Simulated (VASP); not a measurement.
Here is a VASP 6.6.1 calculation.

INCAR

```
SYSTEM = NbInS4
ALGO     = Normal         ! electronic algorithm
EDIFF    = 1E-7           ! SCF threshold, eV
ENCUT    = 520            ! plane-wave cutoff, eV
GGA      = PE             ! functional
ISIF     = 2              ! what is computed and relaxed
ISMEAR   = 0              ! smearing method
ISPIN    = 2              ! spin polarisation
LASPH    = .True.         ! aspherical terms in the spheres
LCHARG   = .False.        ! write CHGCAR
LMAXMIX  = 4              ! l up to which the mixer works
LORBIT   = 11             ! projections on sites
LREAL    = .False.        ! projectors in reciprocal space
LWAVE    = .False.        ! write WAVECAR
MAGMOM   = 0 0 0 0 0 0    ! initial moments
NBANDS   = 38             ! bands
NELM     = 150            ! most SCF steps
PREC     = Accurate       ! precision mode
SIGMA    = 0.1            ! smearing width, eV
```

File KPOINTS:

```
k-points
0
Gamma
  6 6 2
  0 0 0
```

Contents of POSCAR:

```
NbInS4
1.0
    3.5105599710      0.0000000024      0.0000000000
   -1.7552799876      3.0402341152      0.0000000000
    0.0000000000      0.0000000000     12.5139104506
Nb In S
1 1 4
Direct
    0.0000000000      0.0000000000      0.0000000000
    0.0000000000      0.0000000000      0.5000000000
    0.6666666667      0.3333333333      0.6295042852
    0.6666666667      0.3333333333      0.1176866393
    0.3333333333      0.6666666667      0.8823133607
    0.3333333333      0.6666666667      0.3704957148
```

Potentials or basis: VASP PAW PBE potentials, release 64 (Nb_sv, In_d, S).

Launch:

```bash
$ cat potpaw_PBE.64/Nb_sv/POTCAR potpaw_PBE.64/In_d/POTCAR potpaw_PBE.64/S/POTCAR > POTCAR
$ mpirun -np 1 vasp_std > vasp.out
```

Problem. Predict the net moment.

Solution. 0.00 μB per cell.

Problem. What does it give for the band gap on the k mesh?

Solution. Zero (filled and empty bands overlap).

Problem. Predict the pressure.

Solution. -0.1 GPa.

Problem. What does it give for the largest force?

Solution. 0.029 eV/Å.

Stress tensor (GPa, compression positive):
```
-0.23  0.00  0.00
 0.00 -0.23  0.00
 0.00  0.00  0.19
```

Caveat: spin-orbit coupling is left out, which moves the levels of the heavy elements; this functional lacks dispersion, which binds layers or chains, so the pressure and a relaxed spacing across them are unreliable.
